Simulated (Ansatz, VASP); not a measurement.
## One calculation of Te2Mo, two programs

```
Mo Te
1.0
     3.50908    0.00000    0.00000
    -1.75454    3.03895    0.00000
     0.00000    0.00000    7.90136
Mo Te
1 2
Direct
  0.00000 0.00000 0.00000
  0.33333 0.66667 0.23539
  0.66667 0.33333 0.76461
```

Alike in both runs: task electric field gradients; functional revPBE; k mesh 12 × 12 × 7; occupations fermi-dirac, width 0.05 eV; no spin polarisation.

|  | VASP | Ansatz |
| --- | --- | --- |
| version | VASP 6.6.1 | Ansatz 0.2.0 |
| potentials or method | VASP PAW PBE potentials, release 64 (Mo_sv, Te) | PAW with Ansatz's default frozen-core files, scalar-relativistic |
| plane-wave cutoff (eV) | 520 | 420 |
| valence electrons in the cell | 26 | 46 |

|  | VASP | Ansatz | Ansatz less VASP |
| --- | --- | --- | --- |
| gap on the k mesh at the Fermi level (eV) | none | none | - |
| pressure (GPa) | 1.2 | 1.3 | +0.03 |
| traceless stress, the component that is largest in VASP (GPa) | 0.07 | 0.02 | -0.052 |
| rms of the force components (eV/Å) | 0.039 | 0.036 | -0.0026 |

VASP's potentials were made for PBE, not for revPBE. Atom by atom the forces differ by 0.003 eV/Å (rms over components). A gap of «none» marks a metal or a gap that the smearing closes. With one functional, cell and mesh, what is left measures potentials, basis and numerics. VASP's potentials hold 26 valence electrons a cell and Ansatz's 46, so a difference there can come from the potentials and not from the codes.

Neither program's run includes spin-orbit coupling.
